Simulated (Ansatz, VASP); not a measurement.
**Ge: VASP beside Ansatz**

```xyz
2
Lattice="0.0000 2.8069 2.8069 2.8069 0.0000 2.8069 2.8069 2.8069 0.0000" Properties=species:S:1:pos:R:3 pbc="T T T"
Ge    2.8069    2.8069    2.8069
Ge    4.2103    4.2103    4.2103
```

Alike in both runs: task single point; functional PBE; k mesh 9 × 9 × 9; occupations fermi-dirac, width 0.05 eV; no spin polarisation.

```csv
,VASP,Ansatz
version,VASP 6.6.1,Ansatz 0.2.0
potentials or method,"VASP PAW PBE potentials, release 64 (Ge_d), cutoff 520 eV","plane waves (420 eV) with PAW, scalar-relativistic"
valence electrons in the cell,28,28
```

VASP gave:

| Quantity | Value |
| --- | --- |
| pressure (GPa) | 5.4 |

Which values does Ansatz return?

Pressure (GPa): 5.5.

With one functional, cell and mesh, what is left measures potentials, basis and numerics.
